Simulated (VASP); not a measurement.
# F (Fd-3m) in VASP: notebook, part 2 of 2

VASP 6.6.1.

**3. Single point, r2SCAN**

The input, POSCAR:

```
F
1.0
    0.0000000000      2.3717664070      2.3717664070
    2.3717664070      0.0000000000      2.3717664070
    2.3717664070      2.3717664070      0.0000000000
F
2
Direct
    0.0000000000      0.0000000000      0.0000000000
    0.2500000000      0.2500000000      0.2500000000
```

The input, INCAR.step1:

```
PREC = Accurate ; ENCUT = 520
ISMEAR = -1 ; SIGMA = 0.1
LREAL = False ; LASPH = True
NELM = 80 ; NBANDS = 14
GGA = PE ; ALGO = Normal
EDIFF = 1E-4 ; LWAVE = True
LCHARG = False
```

The input, INCAR.step2:

```
PREC = Accurate ; ENCUT = 520
EDIFF = 1E-6 ; ISMEAR = -1
SIGMA = 0.1 ; LREAL = False
LASPH = True ; NELM = 80
ALGO = Normal ; ISIF = 2
LWAVE = False ; LCHARG = False
METAGGA = R2SCAN ; LMIXTAU = True
NBANDS = 14 ; ISTART = 1
```

The input, KPOINTS:

```
regular mesh
0
Gamma
  12 12 12
```

Potentials or basis: VASP PAW PBE potentials, release 64 (F).

Launch:

```
$ cat potpaw_PBE.64/F/POTCAR > POTCAR
$ cp INCAR.step1 INCAR
$ mpirun -np 1 vasp_std > vasp.out
$ cp INCAR.step2 INCAR
$ mpirun -np 1 vasp_std > vasp.out
```

OUTCAR:

```text
PREC = Accurate
   ENCUT = 520
   EDIFF = 1E-6
   ISMEAR = -1
   LREAL = False
   LASPH = True
   NELM = 80
   ISIF = 2
   METAGGA = R2SCAN
   ISTART = 1

 ion  position               nearest neighbor table
   1  0.000  0.000  0.000-
   2  0.250  0.250  0.250-

  LATTYP: Found a face centered cubic cell.
 ALAT       =     4.7435328140

  Lattice vectors:

 A1 = (   0.0000000000,   2.3717664070,   2.3717664070)
 A2 = (   2.3717664070,   0.0000000000,   2.3717664070)
 A3 = (   2.3717664070,   2.3717664070,   0.0000000000)

Analysis of symmetry for initial positions (statically):
=====================================================================
 Subroutine PRICEL returns:
 Original cell was already a primitive cell.

 Routine SETGRP: Setting up the symmetry group for a
 face centered cubic supercell.

 Subroutine GETGRP returns: Found 48 space group operations
 (whereof 24 operations were pure point group operations)
 out of a pool of 48 trial point group operations.

The static configuration has the point symmetry T_d .
 The point group associated with its full space group is O_h .

Analysis of symmetry for dynamics (positions and initial velocities):
=====================================================================
 Subroutine PRICEL returns:
 Original cell was already a primitive cell.

 Routine SETGRP: Setting up the symmetry group for a
 face centered cubic supercell.

 Subroutine GETGRP returns: Found 48 space group operations
 (whereof 24 operations were pure point group operations)
 out of a pool of 48 trial point group operations.

The dynamic configuration has the point symmetry T_d .
 The point group associated with its full space group is O_h .

 Subroutine INISYM returns: Found 48 space group operations
 (whereof 24 operations are pure point group operations),
 and found     1 'primitive' translations

----------------------------------------------------------------------------------------

                                     Primitive cell

  volume of cell :      26.6837

  direct lattice vectors                    reciprocal lattice vectors
     0.000000000  2.371766407  2.371766407    -0.210813341  0.210813341  0.210813341
     2.371766407  0.000000000  2.371766407     0.210813341 -0.210813341  0.210813341
     2.371766407  2.371766407  0.000000000     0.210813341  0.210813341 -0.210813341

  length of vectors
     3.354184220  3.354184220  3.354184220     0.365139417  0.365139417  0.365139417

  position of ions in fractional coordinates (direct lattice)
     0.000000000  0.000000000  0.000000000
     0.250000000  0.250000000  0.250000000

  ion indices of the primitive-cell ions
   primitive index   ion index
                 1           1
                 2           2

----------------------------------------------------------------------------------------

 KPOINTS: regular mesh

Automatic generation of k-mesh.
 Grid dimensions read from file:
 generate k-points for:   12   12   12

 Generating k-lattice:

  Cartesian coordinates                     Fractional coordinates (reciprocal lattice)
    -0.017567778  0.017567778  0.017567778     0.083333333  0.000000000  0.000000000
     0.017567778 -0.017567778  0.017567778     0.000000000  0.083333333  0.000000000
     0.017567778  0.017567778 -0.017567778     0.000000000  0.000000000  0.083333333

  Length of vectors
     0.030428285  0.030428285  0.030428285

  Shift w.r.t. Gamma in fractional coordinates (k-lattice)
     0.000000000  0.000000000  0.000000000

 Subroutine IBZKPT returns following result:
 ===========================================

 Found     72 irreducible k-points:

 Following reciprocal coordinates:
            Coordinates               Weight
  0.000000  0.000000  0.000000      1.000000
  0.083333  0.000000  0.000000      8.000000
  0.166667  0.000000  0.000000      8.000000
  0.250000  0.000000  0.000000      8.000000
  0.333333  0.000000  0.000000      8.000000
  0.416667  0.000000  0.000000      8.000000
[... 16 lines left out ...]
  0.500000  0.166667  0.000000     24.000000
 -0.416667  0.166667  0.000000     24.000000
 [... further k-points ...]
   k-points           NKPTS =     72   k-points in BZ     NKDIM =     72   number of bands    NBANDS=     14
   number of dos      NEDOS =    301   number of ions     NIONS =      2
   total plane-waves  NPLWV =  21952
   dimension x,y,z NGX =    28 NGY =   28 NGZ =   28
   dimension x,y,z NGXF=    56 NGYF=   56 NGZF=   56
   ions per type =               2
   NGX,Y,Z   is equivalent  to a cutoff of  13.88, 13.88, 13.88 a.u.
   NGXF,Y,Z  is equivalent  to a cutoff of  27.76, 27.76, 27.76 a.u.
 SYSTEM =  unknown system
   PREC   = accura    normal or accurate (medium, high low for compatibility)
   ISTART =      1    job   : 0-new  1-cont  2-samecut
   ICHARG =      0    charge: 1-file 2-atom 10-const
   ISPIN  =      1    spin polarized calculation?
   LNONCOLLINEAR =      F non collinear calculations
   LSORBIT =      F    spin-orbit coupling
   LASPH  =      T    aspherical Exc in radial PAW
   ENCUT  =  520.0 eV  38.22 Ry    6.18 a.u.   6.24  6.24  6.24*2*pi/ulx,y,z
   NELM   =     80;   NELMIN=  2; NELMDL=  0     # of ELM steps
   EDIFF  = 0.1E-05   stopping-criterion for ELM
   LREAL  =      F    real-space projection
   EDIFFG = 0.1E-04   stopping-criterion for IOM
   NSW    =      0    number of steps for IOM
   IBRION =     -1    ionic relax: 0-MD 1-quasi-New 2-CG
   NFREE  =      0    steps in history (QN), initial steepest desc. (CG)
   ISIF   =      2    stress and relaxation
   ISYM   =      2    0-nonsym 1-usesym 2-fastsym
   POTIM  = 0.5000    time-step for ionic-motion
   TEBEG  =    0.0;   TEEND  =   0.0 temperature during run
   PSTRESS=    0.0 pullay stress
   NELECT =      14.0000    total number of electrons
   NUPDOWN=      -1.0000    fix difference up-down
   EMIN   =  10.00;   EMAX   =-10.00  energy-range for DOS
   EFERMI =   0.00;   METHOD = LEGACY
   ISMEAR =    -1;   SIGMA  =   0.10  broadening in eV -4-tet -1-fermi 0-gaus
   EFERMI_NEDOS =   21; number of points for ismear=-14 and -15
   IALGO  =     38    algorithm
   IMIX   =      4    mixing-type and parameters
     AMIX     =   0.40;   BMIX     =  1.00
     AMIX_MAG =   1.60;   BMIX_MAG =  1.00
  volume/ion in A,a.u.               =      13.34        90.04
  Fermi-wavevector in a.u.,A,eV,Ry     =   1.320390  2.495176 23.720806  1.743430
  Thomas-Fermi vector in A             =   2.450220
   LORBIT       =      0    0 simple, 1 ext, 2 COOP (PROOUT), +10 PAW based schemes
   METAGGA = R2SCAN    functional components
   LHFCALC =     F    Hartree Fock is set to
   AEXX    =    0.0000 exact exchange contribution
   IVDW    =     0    specifies the selected vdW correction
   LEPSILON=     F    determine dielectric tensor
   LRPA    =     F    only Hartree local field effects (RPA)
 non-spin polarized calculation
  energy-cutoff  :      520.00
  volume of cell :       26.68
 maximum number of plane-waves:       745
 NGX is ok and might be reduce to    28
   NGX = 13   NGY = 13   NGZ = 13

 number of electron      13.9999989 magnetization

 Free energy of the ion-electron system (eV)
  ---------------------------------------------------
  ext. energy  EPLUGINS =         0.00000000
  ---------------------------------------------------
  free energy    TOTEN  =        -4.01417840 eV

  energy without entropy =       -3.85204047  energy(sigma->0) =       -3.93310944

 E-fermi :  -4.9064     XC(G=0):  -9.0064

 val. band max:       -4.9085726054   @ k =   0.4167   0.1667   0.0000
 cond. band min:      -4.8848239495   @ k =   0.4167   0.2500   0.0833
 fundamental gap:      0.0237486559
 Fermi energy:        -4.9063504284

 k-point     1 :       0.0000    0.0000    0.0000
  band No.  band energies     occupation
      1     -28.5818      2.00000
      2     -25.2855      2.00000
      3      -7.7307      2.00000
      4      -7.7307      2.00000
      5      -7.7307      2.00000
      6      -5.7266      1.99945
      7      -5.7266      1.99945
      8      -5.7266      1.99945
      9       5.6978      0.00000
     10      20.7105      0.00000
     11      20.7105      0.00000
     12      20.7105      0.00000
     13      22.3542      0.00000
     14      22.3542      0.00000
[... 375 lines left out ...]
 k-point    24 :      -0.4167    0.1667    0.0000
  band No.  band energies     occupation
      1     -27.6625      2.00000
      2     -26.3147      2.00000
      3      -9.0136      2.00000
      4      -8.3689      2.00000
      5      -7.7711      2.00000
      6      -5.6967      1.99926
      7      -5.0622      1.65236
      8      -4.7999      0.51293
      9       9.6973      0.00000
     10      12.0999      0.00000
     11      16.7582      0.00000
     12      17.7574      0.00000
     13      23.7507      0.00000
     14      24.8266      0.00000

 [... further k-points ...]
[... 5 lines left out ...]
  --------------------------------------------------------------------------------------
  -------------------------------------------------------------------------------------
  Total        0.1628047      0.1628047      0.1628047      0.0000000      0.0000000      0.0000000
  in kB        9.7753381      9.7753381      9.7753381      0.0000000      0.0000000      0.0000000
  external PRESSURE =       9.7753381 kB  Pullay stress =       0.0000000 kB

 VOLUME and BASIS-vectors are now :
 -----------------------------------------------------------------------------
  energy-cutoff  :      520.00
  volume of cell :       26.68
      direct lattice vectors                 reciprocal lattice vectors
     0.000000000  2.371766407  2.371766407    -0.210813341  0.210813341  0.210813341
     2.371766407  0.000000000  2.371766407     0.210813341 -0.210813341  0.210813341
     2.371766407  2.371766407  0.000000000     0.210813341  0.210813341 -0.210813341

 POSITION                                       TOTAL-FORCE (eV/Angst)
 -----------------------------------------------------------------------------------
      0.00000      0.00000      0.00000        -0.000000     -0.000000     -0.000000
      1.18588      1.18588      1.18588         0.000000      0.000000      0.000000
 -----------------------------------------------------------------------------------
    total drift:                                0.000000      0.000000      0.000000

  FREE ENERGIE OF THE ION-ELECTRON SYSTEM (eV)
  ---------------------------------------------------
  free  energy   TOTEN  =        -4.0141784026 eV

  energy  without entropy=       -3.8520404688  energy(sigma->0) =       -3.93310944
```

OUTCAR.step1:

```text
PREC = Accurate
   ENCUT = 520
   ISMEAR = -1
   LREAL = False
   LASPH = True
[... 631 lines left out ...]
      0.00000      0.00000      0.00000         0.000000      0.000000      0.000000
      1.18588      1.18588      1.18588        -0.000000     -0.000000     -0.000000
 -----------------------------------------------------------------------------------
    total drift:                                0.000000      0.000000      0.000000

  FREE ENERGIE OF THE ION-ELECTRON SYSTEM (eV)
  ---------------------------------------------------
  free  energy   TOTEN  =        -1.9694364789 eV

  energy  without entropy=       -1.8043538781  energy(sigma->0) =       -1.88689518
```

Wall time 47 s (1 thread of Intel Xeon 6975P-C (Granite Rapids), shared host); peak memory 0.16 GiB.

Results:

| Item | Value |
| --- | --- |
| Free energy | -4.0142 eV |
| Pressure | 1.0 GPa |
| Band gap on the k mesh | zero (bands 7 and 8 overlap by 1.13 eV) |

Caveat: the PAW data sets were made with another functional, which shifts forces and pressure a little.
